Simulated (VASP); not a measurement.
# H11C2NO4 in VASP: a series of runs

H11C2NO4 is run at these levels: LDA; tasks: single point.

All numbers are computed with VASP 6.6.1; they aren't measurements. Logs are shortened: lines on timing, memory, paths and dates and some standing lists are left out, and cuts for length are marked.

**1. The cell of the first run**

The cell holds a disordered packing, 18 atoms: a = 5.915 Å, b = 5.915 Å, c = 5.915 Å, α = 90.00°, β = 90.00°, γ = 90.00°.

**2. Single point, LDA**

Input file INCAR:

```
SYSTEM = H11C2NO4
PREC = Accurate
ENCUT = 520
EDIFF = 1E-7
ISMEAR = -1
SIGMA = 0.02
LREAL = Auto
LASPH = .TRUE.
NELM = 60
ALGO = Normal
ISIF = 2
LWAVE = .FALSE.
LCHARG = .FALSE.
NBANDS = 39
```

Input file KPOINTS:

```
Automatic mesh
0
G
  1 1 1
  0 0 0
```

Input file POSCAR:

```
H11C2NO4
1.0
    5.9154820000      0.0000000000      0.0000000000
    0.0000000000      5.9154820000      0.0000000000
    0.0000000000      0.0000000000      5.9154820000
O H C N
4 11 2 1
Direct
    0.4110823772      0.1874514980      0.1287990581
    0.5690926566      0.7714551971      0.1950057222
    0.5694652239      0.9848206652      0.7799413835
    0.2756599040      0.7761893903      0.5210487437
    0.4742282761      0.3367213954      0.1602128731
    0.4665613866      0.1394370079     -0.0275278571
    0.5501869838      0.9386804247      0.2149854026
    0.6759961297      0.7067424541      0.3106947700
    0.4477507817      0.9173585197      0.6823184152
    0.6033202716      0.8649125302      0.8914613744
    0.3622996396      0.7612162411      0.3752759719
    0.1153921034      0.7771993763      0.4837569178
    0.2607931465      0.3721463848      0.7052268145
    0.0524684427      0.3103244796      0.9187221249
    0.0884524451      0.1195666395      0.6840872103
    0.0892490352      0.3000307546      0.7356225497
   -0.0663463797      0.4287616311      0.6055327287
   -0.1836639241      0.5425229105      0.4979496966
```

Potentials or basis: VASP PAW LDA potentials, release 64 (O, H, C, N).

Started as:

```sh
$ cat potpaw_LDA.64/O/POTCAR potpaw_LDA.64/H/POTCAR potpaw_LDA.64/C/POTCAR potpaw_LDA.64/N/POTCAR > POTCAR
$ mpirun -np 1 vasp_gam > vasp.out
```

OUTCAR:

```text
SYSTEM = H11C2NO4
   PREC = Accurate
   ENCUT = 520
   EDIFF = 1E-7
   ISMEAR = -1
   LREAL = Auto
   LASPH = .TRUE.
   NELM = 60
   ISIF = 2

 ion  position               nearest neighbor table
   1  0.411  0.187  0.129-   5 0.98   6 1.02
   2  0.569  0.771  0.195-   7 1.00   8 1.01
   3  0.569  0.985  0.780-  10 0.99   9 1.01
   4  0.276  0.776  0.521-  12 0.97  11 1.01
   5  0.474  0.337  0.160-   1 0.98
   6  0.467  0.139  0.972-   1 1.02
   7  0.550  0.939  0.215-   2 1.00
   8  0.676  0.707  0.311-   2 1.01
   9  0.448  0.917  0.682-   3 1.01
  10  0.603  0.865  0.891-   3 0.99
  11  0.362  0.761  0.375-   4 1.01
  12  0.115  0.777  0.484-   4 0.97
  13  0.261  0.372  0.705-  16 1.12
  14  0.052  0.310  0.919-  16 1.11
  15  0.088  0.120  0.684-  16 1.11
  16  0.089  0.300  0.736-  14 1.11  15 1.11  13 1.12  17 1.42
  17  0.934  0.429  0.606-  18 1.16  16 1.42
  18  0.816  0.543  0.498-  17 1.16

  LATTYP: Found a simple cubic cell.
 ALAT       =     5.9154820000

  Lattice vectors:

 A1 = (   5.9154820000,   0.0000000000,   0.0000000000)
 A2 = (   0.0000000000,   5.9154820000,   0.0000000000)
 A3 = (   0.0000000000,   0.0000000000,   5.9154820000)

Analysis of symmetry for initial positions (statically):
=====================================================================
 Subroutine PRICEL returns:
 Original cell was already a primitive cell.

 Routine SETGRP: Setting up the symmetry group for a
 simple cubic supercell.

 Subroutine GETGRP returns: Found  1 space group operations
 (whereof  1 operations were pure point group operations)
 out of a pool of 48 trial point group operations.

The static configuration has the point symmetry C_1 .

Analysis of symmetry for dynamics (positions and initial velocities):
=====================================================================
 Subroutine PRICEL returns:
 Original cell was already a primitive cell.

 Routine SETGRP: Setting up the symmetry group for a
 simple cubic supercell.

 Subroutine GETGRP returns: Found  1 space group operations
 (whereof  1 operations were pure point group operations)
 out of a pool of 48 trial point group operations.

The dynamic configuration has the point symmetry C_1 .

 Subroutine INISYM returns: Found  1 space group operations
 (whereof  1 operations are pure point group operations),
 and found     1 'primitive' translations

----------------------------------------------------------------------------------------

                                     Primitive cell

  volume of cell :     207.0000

  direct lattice vectors                    reciprocal lattice vectors
     5.915482000  0.000000000  0.000000000     0.169047932  0.000000000  0.000000000
     0.000000000  5.915482000  0.000000000     0.000000000  0.169047932  0.000000000
     0.000000000  0.000000000  5.915482000     0.000000000  0.000000000  0.169047932

  length of vectors
     5.915482000  5.915482000  5.915482000     0.169047932  0.169047932  0.169047932

  position of ions in fractional coordinates (direct lattice)
     0.411082377  0.187451498  0.128799058
     0.569092657  0.771455197  0.195005722
     0.569465224  0.984820665  0.779941384
     0.275659904  0.776189390  0.521048744
     0.474228276  0.336721395  0.160212873
     0.466561387  0.139437008  0.972472143
     0.550186984  0.938680425  0.214985403
     0.675996130  0.706742454  0.310694770
     0.447750782  0.917358520  0.682318415
     0.603320272  0.864912530  0.891461374
     0.362299640  0.761216241  0.375275972
     0.115392103  0.777199376  0.483756918
     0.260793146  0.372146385  0.705226815
     0.052468443  0.310324480  0.918722125
     0.088452445  0.119566640  0.684087210
     0.089249035  0.300030755  0.735622550
     0.933653620  0.428761631  0.605532729
     0.816336076  0.542522910  0.497949697

  ion indices of the primitive-cell ions
   primitive index   ion index
                 1           1
                 2           2
                 3           3
                 4           4
                 5           5
                 6           6
                 7           7
                 8           8
                 9           9
                10          10
                11          11
                12          12
                13          13
                14          14
                15          15
                16          16
                17          17
                18          18

----------------------------------------------------------------------------------------

 KPOINTS: Automatic mesh

Automatic generation of k-mesh.
 Grid dimensions read from file:
 generate k-points for:    1    1    1

 Generating k-lattice:

  Cartesian coordinates                     Fractional coordinates (reciprocal lattice)
     0.169047932  0.000000000  0.000000000     1.000000000  0.000000000  0.000000000
     0.000000000  0.169047932  0.000000000     0.000000000  1.000000000  0.000000000
     0.000000000  0.000000000  0.169047932     0.000000000  0.000000000  1.000000000

  Length of vectors
     0.169047932  0.169047932  0.169047932

  Shift w.r.t. Gamma in fractional coordinates (k-lattice)
     0.000000000  0.000000000  0.000000000

 Subroutine IBZKPT returns following result:
 ===========================================

 Found      1 irreducible k-points:

 Following reciprocal coordinates:
            Coordinates               Weight
  0.000000  0.000000  0.000000      1.000000
   k-points           NKPTS =      1   k-points in BZ     NKDIM =      1   number of bands    NBANDS=     39
   number of dos      NEDOS =    301   number of ions     NIONS =     18
   total plane-waves  NPLWV = 110592
   dimension x,y,z NGX =    48 NGY =   48 NGZ =   48
   dimension x,y,z NGXF=    96 NGYF=   96 NGZF=   96
   ions per type =               4  11   2   1
   NGX,Y,Z   is equivalent  to a cutoff of  13.49, 13.49, 13.49 a.u.
   NGXF,Y,Z  is equivalent  to a cutoff of  26.98, 26.98, 26.98 a.u.
 SYSTEM =  H11C2NO4
   PREC   = accura    normal or accurate (medium, high low for compatibility)
   ISTART =      0    job   : 0-new  1-cont  2-samecut
   ICHARG =      2    charge: 1-file 2-atom 10-const
   ISPIN  =      1    spin polarized calculation?
   LNONCOLLINEAR =      F non collinear calculations
   LSORBIT =      F    spin-orbit coupling
   LASPH  =      T    aspherical Exc in radial PAW
   ENCUT  =  520.0 eV  38.22 Ry    6.18 a.u.  11.00 11.00 11.00*2*pi/ulx,y,z
   NELM   =     60;   NELMIN=  2; NELMDL= -5     # of ELM steps
   EDIFF  = 0.1E-06   stopping-criterion for ELM
   LREAL  =      T    real-space projection
   EDIFFG = 0.1E-05   stopping-criterion for IOM
   NSW    =      0    number of steps for IOM
   IBRION =     -1    ionic relax: 0-MD 1-quasi-New 2-CG
   NFREE  =      0    steps in history (QN), initial steepest desc. (CG)
   ISIF   =      2    stress and relaxation
   ISYM   =      2    0-nonsym 1-usesym 2-fastsym
   POTIM  = 0.5000    time-step for ionic-motion
   TEBEG  =    0.0;   TEEND  =   0.0 temperature during run
   PSTRESS=    0.0 pullay stress
   NELECT =      48.0000    total number of electrons
   NUPDOWN=      -1.0000    fix difference up-down
   EMIN   =  10.00;   EMAX   =-10.00  energy-range for DOS
   EFERMI =   0.00;   METHOD = LEGACY
   ISMEAR =    -1;   SIGMA  =   0.02  broadening in eV -4-tet -1-fermi 0-gaus
   EFERMI_NEDOS =   21; number of points for ismear=-14 and -15
   IALGO  =     38    algorithm
   IMIX   =      4    mixing-type and parameters
     AMIX     =   0.40;   BMIX     =  1.00
     AMIX_MAG =   1.60;   BMIX_MAG =  1.00
  volume/ion in A,a.u.               =      11.50        77.61
  Fermi-wavevector in a.u.,A,eV,Ry     =   1.005769  1.900629 13.763275  1.011572
  Thomas-Fermi vector in A             =   2.138470
   LORBIT       =      0    0 simple, 1 ext, 2 COOP (PROOUT), +10 PAW based schemes
   GGA     = CA    functional components
   LHFCALC =     F    Hartree Fock is set to
   AEXX    =    0.0000 exact exchange contribution
   IVDW    =     0    specifies the selected vdW correction
   LEPSILON=     F    determine dielectric tensor
   LRPA    =     F    only Hartree local field effects (RPA)
 non-spin polarized calculation
  energy-cutoff  :      520.00
  volume of cell :      207.00
 maximum number of plane-waves:      2749
 NGX is ok and might be reduce to    42
   NGX = 21   NGY = 21   NGZ = 21

 number of electron      48.0000009 magnetization

 Free energy of the ion-electron system (eV)
  ---------------------------------------------------
  ext. energy  EPLUGINS =         0.00000000
  ---------------------------------------------------
  free energy    TOTEN  =      -101.27949310 eV

  energy without entropy =     -101.27949310  energy(sigma->0) =     -101.27949310

 E-fermi :  -3.4664     XC(G=0):  -6.9935

 val. band max:       -4.0047727421   @ k =   0.0000   0.0000   0.0000
 cond. band min:       0.9926759773   @ k =   0.0000   0.0000   0.0000
 fundamental gap:      4.9974487195
 Fermi energy:        -3.4664457478

 k-point     1 :       0.0000    0.0000    0.0000
  band No.  band energies     occupation
      1     -22.3645      2.00000
      2     -21.6543      2.00000
      3     -21.4397      2.00000
      4     -21.0632      2.00000
      5     -20.2137      2.00000
      6     -16.1541      2.00000
      7     -10.9034      2.00000
      8     -10.4156      2.00000
      9      -9.8431      2.00000
     10      -9.4319      2.00000
     11      -9.2211      2.00000
     12      -8.2990      2.00000
     13      -8.1902      2.00000
     14      -7.3002      2.00000
     15      -7.2222      2.00000
     16      -6.3027      2.00000
     17      -5.9556      2.00000
     18      -5.7597      2.00000
     19      -5.6586      2.00000
     20      -5.0860      2.00000
     21      -4.4813      2.00000
     22      -4.3896      2.00000
     23      -4.1588      2.00000
     24      -4.0048      2.00000
     25       0.9927      0.00000
     26       1.9824      0.00000
     27       2.0917      0.00000
     28       4.0308      0.00000
     29       4.7111      0.00000
     30       5.1046      0.00000
     31       5.3622      0.00000
     32       5.5831      0.00000
     33       6.3238      0.00000
     34       6.4072      0.00000
     35       6.5577      0.00000
     36       7.0307      0.00000
 [bands above 36 left out]

------------------------ aborting loop because EDIFF is reached ----------------------------------------

  FORCE on cell =-STRESS in cart. coord.  units (eV):
  Direction    XX          YY          ZZ          XY          YZ          ZX
  --------------------------------------------------------------------------------------
  -------------------------------------------------------------------------------------
  Total       -0.9848841     -1.3768912     -0.4546940     -0.0593240     -0.0120622      0.1293812
  in kB       -7.6229891    -10.6571186     -3.5193254     -0.4591665     -0.0933611      1.0014085
  external PRESSURE =      -7.2664777 kB  Pullay stress =       0.0000000 kB

 VOLUME and BASIS-vectors are now :
 -----------------------------------------------------------------------------
  energy-cutoff  :      520.00
  volume of cell :      207.00
      direct lattice vectors                 reciprocal lattice vectors
     5.915482000  0.000000000  0.000000000     0.169047932  0.000000000  0.000000000
     0.000000000  5.915482000  0.000000000     0.000000000  0.169047932  0.000000000
     0.000000000  0.000000000  5.915482000     0.000000000  0.000000000  0.169047932

 POSITION                                       TOTAL-FORCE (eV/Angst)
 -----------------------------------------------------------------------------------
      2.43175      1.10887      0.76191         0.018613      0.049699      0.062666
      3.36646      4.56353      1.15355         0.119565     -0.102130      0.110732
      3.36866      5.82569      4.61373        -0.003509      0.115449     -0.008696
      1.63066      4.59153      3.08225         0.014350      0.007045      0.179107
      2.80529      1.99187      0.94774        -0.019547      0.009489      0.025459
      2.75994      0.82484      5.75264         0.014388     -0.039814     -0.078660
      3.25462      5.55275      1.27174        -0.020588      0.173926     -0.029166
      3.99884      4.18072      1.83791        -0.036219      0.052205     -0.139203
      2.64866      5.42662      4.03624        -0.109245     -0.029164     -0.114153
      3.56893      5.11637      5.27342         0.066060     -0.090811      0.111700
      2.14318      4.50296      2.21994         0.137957     -0.061941     -0.163712
      0.68260      4.59751      2.86166        -0.197573     -0.025023      0.031190
      1.54272      2.20143      4.17176        -0.126130     -0.096531      0.020119
      0.31038      1.83572      5.43468         0.055028     -0.015626     -0.035043
      0.52324      0.70729      4.04671        -0.026639      0.159110      0.067245
      0.52795      1.77483      4.35156         0.032041     -0.055207     -0.123316
      5.52301      2.53633      3.58202         0.157845     -0.158666      0.162976
      4.82902      3.20928      2.94561        -0.076396      0.107987     -0.079246
 -----------------------------------------------------------------------------------
    total drift:                               -0.007267     -0.002687     -0.008467

  FREE ENERGIE OF THE ION-ELECTRON SYSTEM (eV)
  ---------------------------------------------------
  free  energy   TOTEN  =      -101.2794931015 eV

  energy  without entropy=     -101.2794931015  energy(sigma->0) =     -101.27949310
```

Wall time 27 s (1 thread of Intel Xeon 8259CL, shared host); peak memory 0.24 GiB.

Results:

```yaml
Free_energy: -101.2795 eV
Pressure: -0.7 GPa
Largest_force: 0.277 eV/Å
```

Forces on the atoms (eV/Å):
```
O    0.019  0.050  0.063
O    0.120 -0.102  0.111
O   -0.004  0.115 -0.009
O    0.014  0.007  0.179
H   -0.020  0.009  0.025
H    0.014 -0.040 -0.079
H   -0.021  0.174 -0.029
H   -0.036  0.052 -0.139
H   -0.109 -0.029 -0.114
H    0.066 -0.091  0.112
H    0.138 -0.062 -0.164
H   -0.198 -0.025  0.031
H   -0.126 -0.097  0.020
H    0.055 -0.016 -0.035
H   -0.027  0.159  0.067
C    0.032 -0.055 -0.123
C    0.158 -0.159  0.163
N   -0.076  0.108 -0.079
```

Stress tensor (GPa, compression positive):
```
-0.76 -0.05  0.10
-0.05 -1.07 -0.01
 0.10 -0.01 -0.35
```

Levels at points of the mesh, in eV from the Fermi level:
| k point | band 22 | band 23 | band 24 | band 25 | band 26 | band 27 |
| --- | --- | --- | --- | --- | --- | --- |
| (0.00, 0.00, 0.00) | -0.92 | -0.69 | -0.54 | 4.46 | 5.45 | 5.56 |

Caveat: the k points lie up to 1.06 Å⁻¹ apart, too coarse for converged energies, forces and pressures.

[end of part 1 of 3]
